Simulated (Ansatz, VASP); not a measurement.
**TiO2: VASP beside Ansatz**

```xyz
6
Lattice="4.5309 0.0000 0.0000 0.0000 4.5309 0.0000 0.0000 0.0000 3.1279" Properties=species:S:1:pos:R:3 pbc="T T T"
Ti    2.2654    2.2654    0.0000
Ti    0.0000    0.0000    1.5639
O     3.1451    3.1451    1.5639
O     3.6512    0.8797    0.0000
O     0.8797    3.6512    0.0000
O     1.3858    1.3858    1.5639
```

Alike in both runs: task single point; functional r2SCAN; k mesh 6 × 6 × 8; occupations gaussian, width 0.02 eV; no spin polarisation; Hubbard terms Ti d U = 4.0 eV.

```csv
,VASP,Ansatz
version,VASP 6.6.1,Ansatz 0.2.0
potentials or method,"VASP PAW PBE potentials, release 64 (Ti_sv, O), cutoff 520 eV","scalar-relativistic, plane waves, PAW"
valence electrons in the cell,48,48
```

```csv
,VASP,Ansatz,Ansatz less VASP
gap on the k mesh at the Fermi level (eV),2.73,2.69,-0.041
least direct gap on the mesh (eV),2.73,2.71,-0.018
pressure (GPa),-0.9,-5.2,-4.32
"traceless stress, the component that is largest in VASP (GPa)",-10.29,-10.44,-0.148
rms of the force components (eV/Å),0.026,0.000,-0.0263
```

VASP's potentials were made for PBE, not for r2SCAN. The programs project onto different local orbitals, so the same U acts differently, and such runs can settle in different states. Atom by atom the forces differ by 0.026 eV/Å (rms over components).
